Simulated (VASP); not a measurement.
The system is TaGe4Pt.

```xyz
6
Lattice="3.7054 0.0000 0.0000 -1.8527 3.2090 0.0000 0.0000 0.0000 8.8570" Properties=species:S:1:pos:R:3 pbc="T T T"
Ta    0.0000    0.0000    0.0000
Ge    0.0000    2.1393    1.6462
Ge    0.0000    2.1393    7.2107
Ge    1.8527    1.0697    7.2107
Ge    1.8527    1.0697    1.6462
Pt    0.0000    0.0000    4.4285
```

- Program: VASP 6.6.1
- Task: relaxation of cell and atoms
- Functional: PBE
- Potentials or basis: VASP PAW PBE potentials, release 64 (Ta_pv, Ge_d, Pt)
- Cutoff: 600 eV
- k mesh: 5 × 5 × 2
- Occupations: gaussian, width 0.2 eV
- Spin: no spin polarisation

At the start: pressure 37.2 GPa; volume 17.55 Å³/atom.

Task: Where does the relaxation end?

Result: Over 30 steps the energy falls by 1432.6 meV/atom and the volume is 17.29 Å³/atom (-1.5 %); space group P6/mmm (No. 191, to 0.05 Å).

Step by step:
```csv
step,energy change (eV),largest force (eV/Å),pressure (GPa),volume (Å³)
1,0.0000,2.5239,37.17,105.31
2,-1.9137,0.4217,-10.70,179.35
3,-3.6275,0.3509,-1.82,140.00
4,-3.6279,0.3781,-1.46,139.24
5,-3.8954,0.4883,-1.35,136.14
6,-5.1618,0.7106,-1.43,125.85
7,-7.5653,1.8216,7.80,100.68
8,-6.2005,4.3084,36.00,89.26
9,-7.5356,1.9491,10.23,99.09
10,-7.3281,2.7475,19.72,94.26
11,-7.5017,2.2119,13.91,96.89
12,-7.5758,2.1805,13.98,96.81
13,-7.7339,2.1705,14.78,96.49
14,-7.5751,2.2312,19.34,95.56
15,-7.7559,2.2495,15.71,96.24
16,-7.9076,1.9702,13.52,97.28
17,-8.2459,1.2478,7.75,100.42
18,-8.4856,0.2398,-0.98,106.89
19,-8.4855,0.2658,-0.75,106.67
20,-8.4886,0.2492,-0.64,106.50
21,-8.4960,0.2052,-0.31,105.98
22,-8.5053,0.1459,0.36,104.94
23,-8.5102,0.1351,1.88,102.89
24,-8.5152,0.1405,1.75,102.89
25,-8.5320,0.1524,1.37,102.89
26,-8.5686,0.0812,0.86,102.87
27,-8.5730,0.3883,0.78,102.79
28,-8.5877,0.1652,0.65,102.84
29,-8.5925,0.1160,0.18,103.19
30,-8.5955,0.0466,-0.45,103.73
```

Final structure:
```
Ta Ge Pt
1.0
     4.68953    0.00000    0.00000
    -2.34477    4.06126    0.00000
     0.00000    0.00000    5.44663
Ta Ge Pt
1 4 1
Direct
  0.00000 0.00000 0.00000
  0.33333 0.66667 0.25358
  0.33333 0.66667 0.74642
  0.66667 0.33333 0.74642
  0.66667 0.33333 0.25358
  0.00000 0.00000 0.50000
```

Caveat: the k points lie up to 0.58 Å⁻¹ apart in the final cell; the relaxation stopped at a loose force limit of 0.08 eV/Å, so its end isn't a converged minimum.
